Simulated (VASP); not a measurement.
# CeO2 (fluorite type) in VASP: a series of runs

Runs on CeO2 (fluorite type). Level: HSE06. Tasks: single point.

Everything below comes from runs of VASP 6.6.1. Logs are shortened: lines on timing, memory, paths and dates and some standing lists are left out, and cuts for length are marked.

### Step 1. The cell of the first run

Symmetry: Fm-3m, No. 225, cubic system. Conventional cell: a = 5.532 Å, b = 5.532 Å, c = 5.532 Å, α = 90.00°, β = 90.00°, γ = 90.00°. Within 3.2 Å of Ce (site symmetry m-3m) lie 8 O at 2.40 Å. O (site symmetry -43m) has 4 Ce at 2.40 Å and 6 O at 2.77 Å within 3.2 Å.

### Step 2. Single point, HSE06

File POSCAR:

```
CeO2
1.0
    0.0000000000      2.7659251724      2.7659251724
    2.7659251724      0.0000000000      2.7659251724
    2.7659251724      2.7659251724      0.0000000000
Ce O
1 2
Direct
    0.0000000000      0.0000000000      0.0000000000
    0.2500000000      0.2500000000      0.2500000000
    0.7500000000      0.7500000000      0.7500000000
```

File INCAR.step1:

```
PREC = Accurate
ENCUT = 520
EDIFF = 1E-5
ISMEAR = -1
SIGMA = 0.05
LREAL = False
LASPH = True
NELM = 100
ALGO = Normal
ISIF = 2
LWAVE = True
LCHARG = False
NBANDS = 19
GGA = PE
```

File INCAR.step2:

```
PREC = Accurate
ENCUT = 520
EDIFF = 1E-7
ISMEAR = -1
SIGMA = 0.05
LREAL = False
LASPH = True
NELM = 100
ALGO = Normal
ISIF = 2
LWAVE = False
LCHARG = False
GGA = PE
LHFCALC = True
HFSCREEN = 0.2079
PRECFOCK = Normal
NBANDS = 19
ISTART = 1
```

File KPOINTS:

```
regular mesh
0
Gamma
  4 4 4
```

Potentials or basis: VASP PAW PBE potentials, release 64 (Ce, O).

The run is started by

```
$ cat potpaw_PBE.64/Ce/POTCAR potpaw_PBE.64/O/POTCAR > POTCAR
$ cp INCAR.step1 INCAR
$ mpirun -np 1 vasp_std > vasp.out
$ cp INCAR.step2 INCAR
$ mpirun -np 1 vasp_std > vasp.out
```

OUTCAR:

```text
PREC = Accurate
   ENCUT = 520
   EDIFF = 1E-7
   ISMEAR = -1
   LREAL = False
   LASPH = True
   NELM = 100
   ISIF = 2
   GGA = PE
   LHFCALC = True
   HFSCREEN = 0.2079
   PRECFOCK = Normal
   ISTART = 1

 ion  position               nearest neighbor table
   1  0.000  0.000  0.000-   2 2.40   3 2.40   3 2.40   3 2.40   3 2.40   2 2.40   2 2.40   2 2.40

   2  0.250  0.250  0.250-   1 2.40   1 2.40   1 2.40   1 2.40
   3  0.750  0.750  0.750-   1 2.40   1 2.40   1 2.40   1 2.40

  LATTYP: Found a face centered cubic cell.
 ALAT       =     5.5318503448

  Lattice vectors:

 A1 = (   0.0000000000,   2.7659251724,   2.7659251724)
 A2 = (   2.7659251724,   0.0000000000,   2.7659251724)
 A3 = (   2.7659251724,   2.7659251724,   0.0000000000)

Analysis of symmetry for initial positions (statically):
=====================================================================
 Subroutine PRICEL returns:
 Original cell was already a primitive cell.

 Routine SETGRP: Setting up the symmetry group for a
 face centered cubic supercell.

 Subroutine GETGRP returns: Found 48 space group operations
 (whereof 48 operations were pure point group operations)
 out of a pool of 48 trial point group operations.

The static configuration has the point symmetry O_h .

Analysis of symmetry for dynamics (positions and initial velocities):
=====================================================================
 Subroutine PRICEL returns:
 Original cell was already a primitive cell.

 Routine SETGRP: Setting up the symmetry group for a
 face centered cubic supercell.

 Subroutine GETGRP returns: Found 48 space group operations
 (whereof 48 operations were pure point group operations)
 out of a pool of 48 trial point group operations.

The dynamic configuration has the point symmetry O_h .

 Subroutine INISYM returns: Found 48 space group operations
 (whereof 48 operations are pure point group operations),
 and found     1 'primitive' translations

----------------------------------------------------------------------------------------

                                     Primitive cell

  volume of cell :      42.3205

  direct lattice vectors                    reciprocal lattice vectors
     0.000000000  2.765925172  2.765925172    -0.180771340  0.180771340  0.180771340
     2.765925172  0.000000000  2.765925172     0.180771340 -0.180771340  0.180771340
     2.765925172  2.765925172  0.000000000     0.180771340  0.180771340 -0.180771340

  length of vectors
     3.911608891  3.911608891  3.911608891     0.313105146  0.313105146  0.313105146

  position of ions in fractional coordinates (direct lattice)
     0.000000000  0.000000000  0.000000000
     0.250000000  0.250000000  0.250000000
     0.750000000  0.750000000  0.750000000

  ion indices of the primitive-cell ions
   primitive index   ion index
                 1           1
                 2           2
                 3           3

----------------------------------------------------------------------------------------

 KPOINTS: regular mesh

Automatic generation of k-mesh.
 Grid dimensions read from file:
 generate k-points for:    4    4    4

 Generating k-lattice:

  Cartesian coordinates                     Fractional coordinates (reciprocal lattice)
    -0.045192835  0.045192835  0.045192835     0.250000000  0.000000000  0.000000000
     0.045192835 -0.045192835  0.045192835     0.000000000  0.250000000  0.000000000
     0.045192835  0.045192835 -0.045192835     0.000000000  0.000000000  0.250000000

  Length of vectors
     0.078276286  0.078276286  0.078276286

  Shift w.r.t. Gamma in fractional coordinates (k-lattice)
     0.000000000  0.000000000  0.000000000

 Subroutine IBZKPT returns following result:
 ===========================================

 Found      8 irreducible k-points:

 Following reciprocal coordinates:
            Coordinates               Weight
  0.000000  0.000000  0.000000      1.000000
  0.250000  0.000000  0.000000      8.000000
  0.500000  0.000000  0.000000      4.000000
  0.250000  0.250000  0.000000      6.000000
  0.500000  0.250000  0.000000     24.000000
 -0.250000  0.250000  0.000000     12.000000
  0.500000  0.500000  0.000000      3.000000
 -0.250000  0.500000  0.250000      6.000000
   k-points           NKPTS =      8   k-points in BZ     NKDIM =     64   number of bands    NBANDS=     19
   number of dos      NEDOS =    301   number of ions     NIONS =      3
   total plane-waves  NPLWV =  27000
   dimension x,y,z NGX =    30 NGY =   30 NGZ =   30
   dimension x,y,z NGXF=    60 NGYF=   60 NGZF=   60
   ions per type =               1   2
   NGX,Y,Z   is equivalent  to a cutoff of  12.75, 12.75, 12.75 a.u.
   NGXF,Y,Z  is equivalent  to a cutoff of  25.50, 25.50, 25.50 a.u.
 SYSTEM =  unknown system
   PREC   = accura    normal or accurate (medium, high low for compatibility)
   ISTART =      1    job   : 0-new  1-cont  2-samecut
   ICHARG =      0    charge: 1-file 2-atom 10-const
   ISPIN  =      1    spin polarized calculation?
   LNONCOLLINEAR =      F non collinear calculations
   LSORBIT =      F    spin-orbit coupling
   LASPH  =      T    aspherical Exc in radial PAW
   ENCUT  =  520.0 eV  38.22 Ry    6.18 a.u.   7.27  7.27  7.27*2*pi/ulx,y,z
   NELM   =    100;   NELMIN=  2; NELMDL=  0     # of ELM steps
   EDIFF  = 0.1E-06   stopping-criterion for ELM
   LREAL  =      F    real-space projection
   EDIFFG = 0.1E-05   stopping-criterion for IOM
   NSW    =      0    number of steps for IOM
   IBRION =     -1    ionic relax: 0-MD 1-quasi-New 2-CG
   NFREE  =      0    steps in history (QN), initial steepest desc. (CG)
   ISIF   =      2    stress and relaxation
   ISYM   =      3    0-nonsym 1-usesym 2-fastsym
   POTIM  = 0.5000    time-step for ionic-motion
   TEBEG  =    0.0;   TEEND  =   0.0 temperature during run
   PSTRESS=    0.0 pullay stress
   NELECT =      24.0000    total number of electrons
   NUPDOWN=      -1.0000    fix difference up-down
   EMIN   =  10.00;   EMAX   =-10.00  energy-range for DOS
   EFERMI =   0.00;   METHOD = LEGACY
   ISMEAR =    -1;   SIGMA  =   0.05  broadening in eV -4-tet -1-fermi 0-gaus
   EFERMI_NEDOS =   21; number of points for ismear=-14 and -15
   IALGO  =     38    algorithm
   IMIX   =      1    mixing-type and parameters
     AMIX     =   0.40;   BMIX     =  1.00
     AMIX_MAG =   1.60;   BMIX_MAG =  1.00
  volume/ion in A,a.u.               =      14.11        95.20
  Fermi-wavevector in a.u.,A,eV,Ry     =   1.355069  2.560710 24.983190  1.836213
  Thomas-Fermi vector in A             =   2.482188
   LORBIT       =      0    0 simple, 1 ext, 2 COOP (PROOUT), +10 PAW based schemes
   GGA     = PE    functional components
   LHFCALC =     T    Hartree Fock is set to
   PRECFOCK=normal    Normal, Fast or Accurate (Low or Medium for compatibility)
   ENCUT4O =  -1.0   cutoff for four orbital integrals eV
   NKREDX  =     1    reduce k-point grid by
   NKREDY  =     1    reduce k-point grid by
   NKREDZ  =     1    reduce k-point grid by
   AEXX    =    0.2500 exact exchange contribution
   HFSCREEN=    0.2079 screening length (either q_TF or 0.3 A-1)
   HFSCREENC=   0.2079 screening length for correlation (either q_TF or 0.3 A-1)
   ENCUTFOCK=  -1.0 apply spherical cutoff to Coloumb kernel
   IVDW    =     0    specifies the selected vdW correction
   LEPSILON=     F    determine dielectric tensor
   LRPA    =     F    only Hartree local field effects (RPA)
 non-spin polarized calculation
  energy-cutoff  :      520.00
  volume of cell :       42.32
 maximum number of plane-waves:      1158
 NGX is ok and might be reduce to    30
  NGX = 24; NGY = 24; NGZ = 24

 number of electron      23.9999996 magnetization

 Free energy of the ion-electron system (eV)
  ---------------------------------------------------
  ext. energy  EPLUGINS =         0.00000000
  ---------------------------------------------------
  free energy    TOTEN  =       -32.05425515 eV

  energy without entropy =      -32.05425515  energy(sigma->0) =      -32.05425515

 E-fermi :   5.0303     XC(G=0):  -9.0358

 val. band max:        3.8585701032   @ k =  -0.2500   0.2500   0.0000
 cond. band min:       7.1210786506   @ k =   0.5000   0.0000   0.0000
 fundamental gap:      3.2625085474
 Fermi energy:         5.0302734685

 k-point     1 :       0.0000    0.0000    0.0000
  band No.  band energies     occupation
      1     -31.6826      2.00000
      2     -13.9578      2.00000
      3     -12.9164      2.00000
      4     -12.5414      2.00000
      5     -12.5414      2.00000
      6     -12.5414      2.00000
[... 11 lines left out ...]
     18       8.0736      0.00000
     19       8.0736      0.00000

 k-point     2 :       0.2500    0.0000    0.0000
  band No.  band energies     occupation
      1     -31.6061      2.00000
      2     -15.2678      2.00000
      3     -13.3405      2.00000
      4     -12.6441      2.00000
      5     -12.6441      2.00000
      6     -11.0278      2.00000
[... 11 lines left out ...]
     18       7.9147      0.00000
     19       7.9147      0.00000

 k-point     3 :       0.5000    0.0000    0.0000
  band No.  band energies     occupation
      1     -31.5277      2.00000
      2     -16.0088      2.00000
      3     -13.7164      2.00000
      4     -12.7428      2.00000
      5     -12.7428      2.00000
      6     -10.0446      2.00000
[... 11 lines left out ...]
     18       7.9650      0.00000
     19       7.9650      0.00000

 k-point     4 :       0.2500    0.2500    0.0000
  band No.  band energies     occupation
      1     -31.5803      2.00000
      2     -15.5159      2.00000
      3     -13.2932      2.00000
      4     -12.7989      2.00000
      5     -12.7989      2.00000
      6     -10.6602      2.00000
[... 11 lines left out ...]
     18       7.8349      0.00000
     19       7.8349      0.00000

 k-point     5 :       0.5000    0.2500    0.0000
  band No.  band energies     occupation
      1     -31.5018      2.00000
      2     -15.8980      2.00000
      3     -14.6803      2.00000
      4     -12.8946      2.00000
      5     -11.7334      2.00000
      6     -10.1999      2.00000
[... 11 lines left out ...]
     18       7.8088      0.00000
     19       7.9210      0.00000

 k-point     6 :      -0.2500    0.2500    0.0000
  band No.  band energies     occupation
      1     -31.5280      2.00000
      2     -15.5808      2.00000
      3     -14.8325      2.00000
      4     -12.7449      2.00000
      5     -11.3047      2.00000
      6     -10.8372      2.00000
[... 11 lines left out ...]
     18       7.7420      0.00000
     19       7.8208      0.00000

 k-point     7 :       0.5000    0.5000    0.0000
  band No.  band energies     occupation
      1     -31.4757      2.00000
      2     -16.3351      2.00000
      3     -13.6287      2.00000
      4     -13.0392      2.00000
      5     -13.0392      2.00000
      6      -9.4496      2.00000
[... 11 lines left out ...]
     18       7.8296      0.00000
     19       8.1499      0.00000

 k-point     8 :      -0.2500    0.5000    0.2500
  band No.  band energies     occupation
      1     -31.4755      2.00000
      2     -15.5321      2.00000
      3     -15.5321      2.00000
      4     -13.0581      2.00000
      5     -10.7001      2.00000
      6     -10.7001      2.00000
[... 11 lines left out ...]
     18       7.6975      0.00000
     19       8.0981      0.00000

------------------------ aborting loop because EDIFF is reached ----------------------------------------

  FORCE on cell =-STRESS in cart. coord.  units (eV):
  Direction    XX          YY          ZZ          XY          YZ          ZX
  --------------------------------------------------------------------------------------
  -------------------------------------------------------------------------------------
  Total       -3.5268272     -3.5268272     -3.5268272     -0.0000000      0.0000000     -0.0000000
  in kB     -133.5191295   -133.5191295   -133.5191295     -0.0000000      0.0000000     -0.0000000
  external PRESSURE =    -133.5191295 kB  Pullay stress =       0.0000000 kB

 VOLUME and BASIS-vectors are now :
 -----------------------------------------------------------------------------
  energy-cutoff  :      520.00
  volume of cell :       42.32
      direct lattice vectors                 reciprocal lattice vectors
     0.000000000  2.765925172  2.765925172    -0.180771340  0.180771340  0.180771340
     2.765925172  0.000000000  2.765925172     0.180771340 -0.180771340  0.180771340
     2.765925172  2.765925172  0.000000000     0.180771340  0.180771340 -0.180771340

 POSITION                                       TOTAL-FORCE (eV/Angst)
 -----------------------------------------------------------------------------------
      0.00000      0.00000      0.00000         0.000000      0.000000      0.000000
      1.38296      1.38296      1.38296         0.000000      0.000000      0.000000
      4.14889      4.14889      4.14889        -0.000000     -0.000000     -0.000000
 -----------------------------------------------------------------------------------
    total drift:                               -0.000001     -0.000001      0.000000

  FREE ENERGIE OF THE ION-ELECTRON SYSTEM (eV)
  ---------------------------------------------------
  free  energy   TOTEN  =       -32.0542551503 eV

  energy  without entropy=      -32.0542551503  energy(sigma->0) =      -32.05425515
```

It took 26 min on 1 thread of Intel Xeon Platinum 8259CL at 2.50GHz (Skylake/Cascade Lake), shared host; peak memory 0.28 GiB.

Results:

```yaml
Free_energy: -32.0543 eV
Pressure: -13.4 GPa
Band_gap_on_the_k_mesh: 3.26 eV (least direct gap 3.42 eV)
```

Caveat: the k points lie up to 0.49 Å⁻¹ apart; the PAW data sets were made with another functional, which shifts forces and pressure a little; spin-orbit coupling is left out, which moves the levels of the heavy elements.

### Step 3. Single point, HSE06

This run uses another cell than the first one, of 13.56 Å³/atom.

File POSCAR:

```
CeO2
1.0
    0.0000000000      2.7300000000      2.7300000000
    2.7300000000      0.0000000000      2.7300000000
    2.7300000000      2.7300000000      0.0000000000
Ce O
1 2
Direct
    0.0063445085      0.0063445085      0.0063445085
    0.2500000000      0.2500000000      0.2500000000
    0.7500000000      0.7500000000      0.7500000000
```

File INCAR.step1:

```
SYSTEM = CeO2
PREC = Accurate
ENCUT = 520
EDIFF = 1E-5
ISMEAR = -1
SIGMA = 0.05
LREAL = .FALSE.
LASPH = .TRUE.
NELM = 100
ALGO = Normal
ISIF = 2
LWAVE = .TRUE.
LCHARG = .FALSE.
NBANDS = 19
GGA = PE
```

File INCAR.step2:

```
SYSTEM = CeO2
PREC = Accurate
ENCUT = 520
EDIFF = 1E-6
ISMEAR = -1
SIGMA = 0.05
LREAL = .FALSE.
LASPH = .TRUE.
NELM = 100
ALGO = Normal
ISIF = 2
LWAVE = .FALSE.
LCHARG = .FALSE.
GGA = PE
LHFCALC = .TRUE.
HFSCREEN = 0.2079
PRECFOCK = Normal
NBANDS = 19
ISTART = 1
```

File KPOINTS:

```
Automatic mesh
0
G
  4 4 4
  0 0 0
```

Potentials or basis: VASP PAW PBE potentials, release 64 (Ce, O).

The run is started by

```
$ cat potpaw_PBE.64/Ce/POTCAR potpaw_PBE.64/O/POTCAR > POTCAR
$ cp INCAR.step1 INCAR
$ mpirun -np 1 vasp_std > vasp.out
$ cp INCAR.step2 INCAR
$ mpirun -np 1 vasp_std > vasp.out
```

Run time: 35 min. Hardware: 1 thread of Intel Xeon Platinum 8259CL at 2.50GHz (Skylake/Cascade Lake), shared host; peak memory 0.29 GiB.

Results (log left out):

```
Free energy            : -32.1461 eV
Pressure               : -6.7 GPa
Largest force          : 0.327 eV/Å
Band gap on the k mesh : 3.44 eV (least direct gap 3.61 eV)
```

Forces on the atoms (eV/Å):
```
Ce  -0.189 -0.189 -0.189
O    0.102  0.102  0.102
O    0.087  0.087  0.087
```

Levels at points of the mesh, in eV from the valence-band top:
```csv
k point,band 8,band 9,band 10,band 11,band 12,band 13,band 14,band 15,band 16,band 17
"(0.00, 0.00, 0.00)",-4.16,-4.14,-0.58,-0.58,-0.57,3.87,3.92,3.92,3.93,4.45
"(0.50, 0.00, 0.00)",-3.19,-1.43,-1.35,-0.87,-0.85,3.44,3.73,3.73,3.93,4.22
"(0.50, 0.50, 0.50)",-3.19,-1.43,-1.34,-0.85,-0.85,3.45,3.73,3.73,3.94,4.22
"(0.50, 0.50, 0.00)",-1.40,-1.39,-0.93,-0.84,-0.50,3.61,3.64,3.65,3.82,4.20
```

Caveat: the k points lie up to 0.50 Å⁻¹ apart; the PAW data sets were made with another functional, which shifts forces and pressure a little; spin-orbit coupling is left out, which moves the levels of the heavy elements.
